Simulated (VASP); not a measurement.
Wanted: the native input for a VASP 6.6.1 run.

```yaml
Task: single point
Functional: PBEsol
Potentials_or_basis: VASP PAW PBE potentials, release 64 (Ga_d)
Cutoff: 520 eV
k_mesh: 9 × 9 × 6
Occupations: gaussian, width 0.1 eV
Spin: no spin polarisation
Dipole_correction: no
Further_INCAR_settings: ALGO = Normal; EDIFF = 1e-07; NBANDS = 12
```

The structure of Ga lies in POSCAR:

```
Ga
1.0
    2.8879143029      0.0000000000      0.0000000000
   -1.4439571514      2.5010071502      0.0000000000
    0.0000000000      0.0000000000      2.6983949268
Ga
1
Direct
    0.0000000000      0.0000000000      0.0000000000
```

This isn't the form of Ga at room conditions, which is orthorhombic.

The input as run:

INCAR

```
SYSTEM = Ga
ALGO = Normal
EDIFF = 1E-7
ENCUT = 520
GGA = PS
ISIF = 2
ISMEAR = 0
LASPH = .True.
LCHARG = .False.
LREAL = .False.
LWAVE = .False.
NBANDS = 12
NELM = 100
PREC = Accurate
SIGMA = 0.1
```

KPOINTS

```
k-points
0
Gamma
  9 9 6
  0 0 0
```

Potentials or basis: VASP PAW PBE potentials, release 64 (Ga_d).

The run is started by

```bash
$ cat potpaw_PBE.64/Ga_d/POTCAR > POTCAR
$ mpirun -np 1 vasp_std > vasp.out
```

It gave:

The pressure is -3.0 GPa. The band gap on the k mesh is zero (an odd number of electrons rules out a gap without spin polarisation).

Caveat: the k points lie up to 0.39 Å⁻¹ apart, too coarse for converged energies and pressures of a metal; the PAW data sets were made with another functional, which shifts forces and pressure a little.

It took 4 s on 1 thread of Intel(R) Xeon(R) 6975P-C (Granite Rapids), on a shared host, peak memory 0.13 GiB.
